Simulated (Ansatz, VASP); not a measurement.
One calculation of MgS, two programs

File INCAR:

```
SYSTEM = MgS
  ALGO = Normal
  EDIFF = 1E-6
  ENCUT = 520
  GGA = PE
  ISIF = 2
  ISMEAR = 0
  LASPH = .True.
  LCHARG = .True.
  LELF = .True.
  LREAL = .False.
  LVHAR = .True.
  LWAVE = .False.
  NBANDS = 11
  NELM = 100
  PREC = Accurate
  SIGMA = 0.02
```

Contents of KPOINTS:

```
k-points
0
Gamma
  8 8 8
  0 0 0
```

Contents of POSCAR:

```
MgS
1.0
    0.0000000000      2.6994782718      2.6994782718
    2.6994782718      0.0000000000      2.6994782718
    2.6994782718      2.6994782718      0.0000000000
Mg S
1 1
Direct
    0.5000000000      0.5000000000      0.5000000000
    0.0000000000      0.0000000000      0.0000000000
```

Input for Ansatz:

```yaml
crystal:
  lattice:
    - [0.0, 2.6994782718, 2.6994782718]
    - [2.6994782718, 0.0, 2.6994782718]
    - [2.6994782718, 2.6994782718, 0.0]
  atoms:
    - { symbol: Mg, position: [0.5, 0.5, 0.5] }
    - { symbol: S, position: [0.0, 0.0, 0.0] }
basis:
  ecutwfc: 420
kpoints:
  mp_grid: { grid: [8, 8, 8] }
hamiltonian:
  xc: pbe
scf:
  occupations: { method: gaussian, width: 0.02 }
output:
  forces: true
  stress: true
  eigenvalues: true
  write_density: true
  write_potential: true
  elf: true
  volumetric_format: npy
```

Alike in both runs: task single point; functional PBE; k mesh 8 × 8 × 8; occupations gaussian, width 0.02 eV; no spin polarisation.

```csv
,VASP,Ansatz
version,VASP 6.6.1,Ansatz 0.2.0
potentials or method,"VASP PAW PBE potentials, release 64 (Mg, S), cutoff 520 eV","scalar-relativistic, plane waves, PAW"
valence electrons in the cell,8,16
```

|  | VASP | Ansatz | Ansatz less VASP |
| --- | --- | --- | --- |
| gap on the k mesh at the Fermi level (eV) | 2.53 | 2.55 | +0.020 |
| least direct gap on the mesh (eV) | 2.90 | 2.91 | +0.015 |
| pressure (GPa) | -6.1 | -5.8 | +0.25 |

With one functional, cell and mesh, what is left measures potentials, basis and numerics. VASP's potentials hold 8 valence electrons a cell and Ansatz's 16, so a difference there can come from the potentials and not from the codes.
